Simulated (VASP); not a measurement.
# Cu (Fd-3m) in VASP: a series of runs

Runs on Cu. Level: PBEsol. Tasks: single point.

Program: VASP 6.6.1. These are calculated values, not measurements. Logs are shortened: lines on timing, memory, paths and dates and some standing lists are left out, and cuts for length are marked.

## Step 1: The cell of the first run

It takes space group Fd-3m (No. 227, cubic). The conventional cell has a = 5.160 Å, b = 5.160 Å, c = 5.160 Å, α = 90.00°, β = 90.00°, γ = 90.00°. Cu (site symmetry -43m) has 4 Cu at 2.23 Å within 3.0 Å.

This isn't the form of Cu at room conditions, which is fcc.

## Step 2: Single point, PBEsol (17.18 Å³/atom)

Input file INCAR:

```
SYSTEM = Cu
ALGO = Normal
EDIFF = 1E-6
ENCUT = 520
GGA = PS
ISIF = 2
ISMEAR = -1
LASPH = .True.
LCHARG = .True.
LELF = .True.
LREAL = .False.
LVHAR = .True.
LWAVE = .False.
NBANDS = 18
NELM = 60
PREC = Accurate
SIGMA = 0.1
```

Input file KPOINTS:

```
k-points
0
Gamma
  17 17 17
  0 0 0
```

Input file POSCAR:

```
Cu
1.0
    0.0000000000      2.5802191117      2.5802191117
    2.5802191117      0.0000000000      2.5802191117
    2.5802191117      2.5802191117      0.0000000000
Cu
2
Direct
    0.1250000000      0.1250000000      0.1250000000
    0.8750000000      0.8750000000      0.8750000000
```

Potentials or basis: VASP PAW PBE potentials, release 64 (Cu).

On the command line:

```sh
> cat potpaw_PBE.64/Cu/POTCAR > POTCAR
> mpirun -np 1 vasp_std > vasp.out
```

OUTCAR:

```text
SYSTEM = Cu
   EDIFF = 1E-6
   ENCUT = 520
   GGA = PS
   ISIF = 2
   ISMEAR = -1
   LASPH = .True.
   LREAL = .False.
   NELM = 60
   PREC = Accurate

 ion  position               nearest neighbor table
   1  0.125  0.125  0.125-   2 2.23   2 2.23   2 2.23   2 2.23
   2  0.875  0.875  0.875-   1 2.23   1 2.23   1 2.23   1 2.23

  LATTYP: Found a face centered cubic cell.
 ALAT       =     5.1604382234

  Lattice vectors:

 A1 = (   0.0000000000,   2.5802191117,   2.5802191117)
 A2 = (   2.5802191117,   0.0000000000,   2.5802191117)
 A3 = (   2.5802191117,   2.5802191117,   0.0000000000)

Analysis of symmetry for initial positions (statically):
=====================================================================
 Subroutine PRICEL returns:
 Original cell was already a primitive cell.

 Routine SETGRP: Setting up the symmetry group for a
 face centered cubic supercell.

 Subroutine GETGRP returns: Found 48 space group operations
 (whereof 12 operations were pure point group operations)
 out of a pool of 48 trial point group operations.

The static configuration has the point symmetry D_3d.
 The point group associated with its full space group is O_h .

Analysis of symmetry for dynamics (positions and initial velocities):
=====================================================================
 Subroutine PRICEL returns:
 Original cell was already a primitive cell.

 Routine SETGRP: Setting up the symmetry group for a
 face centered cubic supercell.

 Subroutine GETGRP returns: Found 48 space group operations
 (whereof 12 operations were pure point group operations)
 out of a pool of 48 trial point group operations.

The dynamic configuration has the point symmetry D_3d.
 The point group associated with its full space group is O_h .

 Subroutine INISYM returns: Found 48 space group operations
 (whereof 12 operations are pure point group operations),
 and found     1 'primitive' translations

----------------------------------------------------------------------------------------

                                     Primitive cell

  volume of cell :      34.3558

  direct lattice vectors                    reciprocal lattice vectors
     0.000000000  2.580219112  2.580219112    -0.193781992  0.193781992  0.193781992
     2.580219112  0.000000000  2.580219112     0.193781992 -0.193781992  0.193781992
     2.580219112  2.580219112  0.000000000     0.193781992  0.193781992 -0.193781992

  length of vectors
     3.648980862  3.648980862  3.648980862     0.335640256  0.335640256  0.335640256

  position of ions in fractional coordinates (direct lattice)
     0.125000000  0.125000000  0.125000000
     0.875000000  0.875000000  0.875000000

  ion indices of the primitive-cell ions
   primitive index   ion index
                 1           1
                 2           2

----------------------------------------------------------------------------------------

 KPOINTS: k-points

Automatic generation of k-mesh.
 Grid dimensions read from file:
 generate k-points for:   17   17   17

 Generating k-lattice:

  Cartesian coordinates                     Fractional coordinates (reciprocal lattice)
    -0.011398941  0.011398941  0.011398941     0.058823529  0.000000000  0.000000000
     0.011398941 -0.011398941  0.011398941     0.000000000  0.058823529  0.000000000
     0.011398941  0.011398941 -0.011398941     0.000000000  0.000000000  0.058823529

  Length of vectors
     0.019743544  0.019743544  0.019743544

  Shift w.r.t. Gamma in fractional coordinates (k-lattice)
     0.000000000  0.000000000  0.000000000

 Subroutine IBZKPT returns following result:
 ===========================================

 Found    165 irreducible k-points:

 Following reciprocal coordinates:
            Coordinates               Weight
  0.000000  0.000000  0.000000      1.000000
  0.058824  0.000000  0.000000      8.000000
  0.117647  0.000000  0.000000      8.000000
  0.176471  0.000000  0.000000      8.000000
  0.235294  0.000000  0.000000      8.000000
  0.294118  0.000000  0.000000      8.000000
[... 16 lines left out ...]
 -0.176471  0.058824  0.000000     24.000000
 -0.117647  0.058824  0.000000     24.000000
 [... further k-points ...]
   k-points           NKPTS =    165   k-points in BZ     NKDIM =    165   number of bands    NBANDS=     18
   number of dos      NEDOS =    301   number of ions     NIONS =      2
   total plane-waves  NPLWV =  21952
   dimension x,y,z NGX =    28 NGY =   28 NGZ =   28
   dimension x,y,z NGXF=    56 NGYF=   56 NGZF=   56
   ions per type =               2
   NGX,Y,Z   is equivalent  to a cutoff of  12.76, 12.76, 12.76 a.u.
   NGXF,Y,Z  is equivalent  to a cutoff of  25.51, 25.51, 25.51 a.u.
 SYSTEM =  Cu
   PREC   = accura    normal or accurate (medium, high low for compatibility)
   ISTART =      0    job   : 0-new  1-cont  2-samecut
   ICHARG =      2    charge: 1-file 2-atom 10-const
   ISPIN  =      1    spin polarized calculation?
   LNONCOLLINEAR =      F non collinear calculations
   LSORBIT =      F    spin-orbit coupling
   LASPH  =      T    aspherical Exc in radial PAW
   ENCUT  =  520.0 eV  38.22 Ry    6.18 a.u.   6.78  6.78  6.78*2*pi/ulx,y,z
   NELM   =     60;   NELMIN=  2; NELMDL= -5     # of ELM steps
   EDIFF  = 0.1E-05   stopping-criterion for ELM
   LREAL  =      F    real-space projection
   EDIFFG = 0.1E-04   stopping-criterion for IOM
   NSW    =      0    number of steps for IOM
   IBRION =     -1    ionic relax: 0-MD 1-quasi-New 2-CG
   NFREE  =      0    steps in history (QN), initial steepest desc. (CG)
   ISIF   =      2    stress and relaxation
   ISYM   =      2    0-nonsym 1-usesym 2-fastsym
   POTIM  = 0.5000    time-step for ionic-motion
   TEBEG  =    0.0;   TEEND  =   0.0 temperature during run
   PSTRESS=    0.0 pullay stress
   NELECT =      22.0000    total number of electrons
   NUPDOWN=      -1.0000    fix difference up-down
   EMIN   =  10.00;   EMAX   =-10.00  energy-range for DOS
   EFERMI =   0.00;   METHOD = LEGACY
   ISMEAR =    -1;   SIGMA  =   0.10  broadening in eV -4-tet -1-fermi 0-gaus
   EFERMI_NEDOS =   21; number of points for ismear=-14 and -15
   IALGO  =     38    algorithm
   IMIX   =      4    mixing-type and parameters
     AMIX     =   0.40;   BMIX     =  1.00
     AMIX_MAG =   1.60;   BMIX_MAG =  1.00
  volume/ion in A,a.u.               =      17.18       115.92
  Fermi-wavevector in a.u.,A,eV,Ry     =   1.411072  2.666539 27.090885  1.991124
  Thomas-Fermi vector in A             =   2.532961
   LORBIT       =      0    0 simple, 1 ext, 2 COOP (PROOUT), +10 PAW based schemes
   GGA     = PS    functional components
   LHFCALC =     F    Hartree Fock is set to
   AEXX    =    0.0000 exact exchange contribution
   IVDW    =     0    specifies the selected vdW correction
   LEPSILON=     F    determine dielectric tensor
   LRPA    =     F    only Hartree local field effects (RPA)
 non-spin polarized calculation
  energy-cutoff  :      520.00
  volume of cell :       34.36
 maximum number of plane-waves:       941
   NGX = 13   NGY = 13   NGZ = 13

 number of electron      21.9999975 magnetization

 Free energy of the ion-electron system (eV)
  ---------------------------------------------------
  ext. energy  EPLUGINS =         0.00000000
  ---------------------------------------------------
  free energy    TOTEN  =        -6.23939783 eV

  energy without entropy =       -6.21354541  energy(sigma->0) =       -6.22647162

 E-fermi :   3.4935     XC(G=0): -10.6056

 val. band max:        3.4753413400   @ k =  -0.4118   0.4118   0.0588
 cond. band min:       3.5013713080   @ k =   0.4706   0.0588   0.0000
 fundamental gap:      0.0260299680
 Fermi energy:         3.4934819563

 k-point     1 :       0.0000    0.0000    0.0000
  band No.  band energies     occupation
      1      -3.3890      2.00000
      2       0.1734      2.00000
      3       0.1734      2.00000
      4       0.1734      2.00000
      5       0.1870      2.00000
      6       0.1870      2.00000
[... 10 lines left out ...]
     17      14.7960      0.00000
     18      17.1761      0.00000

 k-point     2 :       0.0588    0.0000    0.0000
  band No.  band energies     occupation
      1      -3.3298      2.00000
      2       0.1144      2.00000
      3       0.1144      2.00000
      4       0.1751      2.00000
      5       0.2567      2.00000
      6       0.2567      2.00000
[... 10 lines left out ...]
     17      15.3680      0.00000
     18      17.3501      0.00000

 k-point     3 :       0.1176    0.0000    0.0000
  band No.  band energies     occupation
      1      -3.1537      2.00000
      2       0.0657      2.00000
      3       0.0657      2.00000
      4       0.1810      2.00000
      5       0.3339      2.00000
      6       0.3339      2.00000
[... 10 lines left out ...]
     17      15.8685      0.00000
     18      17.5377      0.00000

 k-point     4 :       0.1765    0.0000    0.0000
  band No.  band energies     occupation
      1      -2.8658      2.00000
      2       0.0370      2.00000
      3       0.0370      2.00000
      4       0.1932      2.00000
      5       0.3994      2.00000
      6       0.3994      2.00000
[... 375 lines left out ...]
      4       0.2164      2.00000
      5       0.4033      2.00000
      6       0.5054      2.00000
[... 10 lines left out ...]
     17      16.1578      0.00000
     18      17.6240      0.00000

 k-point    23 :      -0.1765    0.0588    0.0000
  band No.  band energies     occupation
      1      -2.6957      2.00000
      2      -0.0209      2.00000
      3       0.0831      2.00000
      4       0.1983      2.00000
      5       0.3820      2.00000
      6       0.4696      2.00000
[... 10 lines left out ...]
     17      16.5744      0.00000
     18      17.2847      0.00000

 k-point    24 :      -0.1176    0.0588    0.0000
  band No.  band energies     occupation
      1      -3.0180      2.00000
      2       0.0038      2.00000
      3       0.0954      2.00000
      4       0.1873      2.00000
      5       0.3325      2.00000
      6       0.4065      2.00000
[... 10 lines left out ...]
     17      16.5401      0.00000
     18      17.1352      0.00000

 [... further k-points ...]
[... 5 lines left out ...]
  --------------------------------------------------------------------------------------
  -------------------------------------------------------------------------------------
  Total        0.6747780      0.6747780      0.6747780      0.0000000     -0.0000000      0.0000000
  in kB       31.4681881     31.4681881     31.4681881      0.0000000     -0.0000000      0.0000000
  external PRESSURE =      31.4681881 kB  Pullay stress =       0.0000000 kB

 VOLUME and BASIS-vectors are now :
 -----------------------------------------------------------------------------
  energy-cutoff  :      520.00
  volume of cell :       34.36
      direct lattice vectors                 reciprocal lattice vectors
     0.000000000  2.580219112  2.580219112    -0.193781992  0.193781992  0.193781992
     2.580219112  0.000000000  2.580219112     0.193781992 -0.193781992  0.193781992
     2.580219112  2.580219112  0.000000000     0.193781992  0.193781992 -0.193781992

 POSITION                                       TOTAL-FORCE (eV/Angst)
 -----------------------------------------------------------------------------------
      0.64505      0.64505      0.64505         0.000000     -0.000000     -0.000000
      4.51538      4.51538      4.51538        -0.000000      0.000000      0.000000
 -----------------------------------------------------------------------------------
    total drift:                                0.000000      0.000000     -0.000000

  FREE ENERGIE OF THE ION-ELECTRON SYSTEM (eV)
  ---------------------------------------------------
  free  energy   TOTEN  =        -6.2393978265 eV

  energy  without entropy=       -6.2135454138  energy(sigma->0) =       -6.22647162
```

Run time: 3.2 min. Hardware: 1 thread of AMD EPYC 7R13, shared host; peak memory 0.18 GiB.

What came out:

```
Free energy            : -6.2394 eV
Pressure               : 3.1 GPa
Band gap on the k mesh : zero (bands 11 and 12 overlap by 0.84 eV)
```

Levels at points of the mesh, in eV from the Fermi level:
```tsv
k point	band 9	band 10	band 11	band 12	band 13	band 14
(0.00, 0.00, 0.00)	-2.06	-1.28	-1.28	10.50	10.50	10.50
```

Caveat: the cell stands under pressure; the PAW data sets were made with another functional, which shifts forces and pressure a little.

(Continued in part 2 of 2.)

The gap in the log of VASP goes by the Fermi energy; the results here count the filled bands.